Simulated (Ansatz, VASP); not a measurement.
ZnO in VASP and in Ansatz

```
Zn O
1.0
     2.64617    0.00000    0.00000
     0.00000    2.64617    0.00000
     0.00000    0.00000    2.64617
Zn O
1 1
Direct
  0.00000 0.00000 0.00000
  0.50000 0.50000 0.50000
```

Alike in both runs: task single point; functional PBE; k mesh 6 × 6 × 6; occupations fermi-dirac, width 0.05 eV; no spin polarisation.

|  | VASP | Ansatz |
| --- | --- | --- |
| version | VASP 6.6.1 | Ansatz 0.2.0 |
| potentials or method | VASP PAW PBE potentials, release 64 (Zn, O) | plane waves |
| plane-wave cutoff (eV) | 600 | 420 |
| valence electrons in the cell | 18 | 18 |

```tsv
	VASP	Ansatz	Ansatz less VASP
pressure (GPa)	9.1	8.5	-0.62
```

With one functional, cell and mesh, what is left measures potentials, basis and numerics.

The k mesh is coarse, so the values compare programs but aren't converged.
